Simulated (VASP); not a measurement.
Crystal: AlCd2.

```
Al Cd
1.0
     0.00000    3.98535    3.98535
     3.98535    0.00000    3.98535
     3.98535    3.98535    0.00000
Al Cd
2 4
Direct
  0.00000 0.00000 0.00000
  0.25000 0.25000 0.25000
  0.62500 0.62500 0.62500
  0.12500 0.62500 0.62500
  0.62500 0.62500 0.12500
  0.62500 0.12500 0.62500
```

* Program: VASP 6.6.1
* Task: relaxation of cell and atoms
* Functional: PBE
* Potentials or basis: VASP PAW PBE potentials, release 64 (Al, Cd)
* Cutoff: 600 eV
* k mesh: 4 × 4 × 4
* Occupations: gaussian, width 0.1 eV
* Spin: no spin polarisation

At the start: pressure 4.8 GPa; volume 21.10 Å³/atom.

**Question.** How do energy, volume and symmetry change on relaxing?

**Answer.** Over 3 steps the energy falls by 33.4 meV/atom and the volume is 23.48 Å³/atom (+11.3 %); space group Fd-3m (No. 227, to 0.1 Å) before and after.

The path:
```
step  energy change (eV)  largest force (eV/Å)  pressure (GPa)  volume (Å³)
   1              0.0000                0.0000            4.83       126.60
   2             -0.1963                0.0000            0.62       138.61
   3             -0.2004                0.0000           -0.04       140.88
```

Final structure:
```yaml
crystal:
  lattice:
    - [0.00000, 4.12988, 4.12988]
    - [4.12988, 0.00000, 4.12988]
    - [4.12988, 4.12988, 0.00000]
  atoms:
    - { symbol: Al, position: [0.00000, 0.00000, 0.00000] }
    - { symbol: Al, position: [0.25000, 0.25000, 0.25000] }
    - { symbol: Cd, position: [0.62500, 0.62500, 0.62500] }
    - { symbol: Cd, position: [0.12500, 0.62500, 0.62500] }
    - { symbol: Cd, position: [0.62500, 0.62500, 0.12500] }
    - { symbol: Cd, position: [0.62500, 0.12500, 0.62500] }
```
